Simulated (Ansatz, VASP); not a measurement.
## Si2Ni: VASP beside Ansatz

```
Si Ni
1.0
     0.00000    2.69081    2.69081
     2.69081    0.00000    2.69081
     2.69081    2.69081    0.00000
Si Ni
2 1
Direct
  0.25000 0.25000 0.25000
  0.75000 0.75000 0.75000
  0.00000 0.00000 0.00000
```

Alike in both runs: functional PBE; dispersion D3(BJ); k mesh 14 × 14 × 14; occupations gaussian, width 0.1 eV; no spin polarisation.

Ansatz relaxed the structure, and its values are those at the end. VASP's run is a single point on that final structure, the one shown.

```csv
,VASP,Ansatz
version,VASP 6.6.1,Ansatz 0.2.0
potentials or method,"VASP PAW PBE potentials, release 64 (Si, Ni), cutoff 520 eV","scalar-relativistic, plane waves, PAW"
valence electrons in the cell,18,26
```

```csv
,VASP,Ansatz,Ansatz less VASP
gap on the k mesh at the Fermi level (eV),none,none,-
pressure (GPa),-0.1,0.0,+0.05
```

A gap of «none» marks a metal or a gap that the smearing closes. VASP's potentials hold 18 valence electrons a cell and Ansatz's 26, so a difference there can come from the potentials and not from the codes.
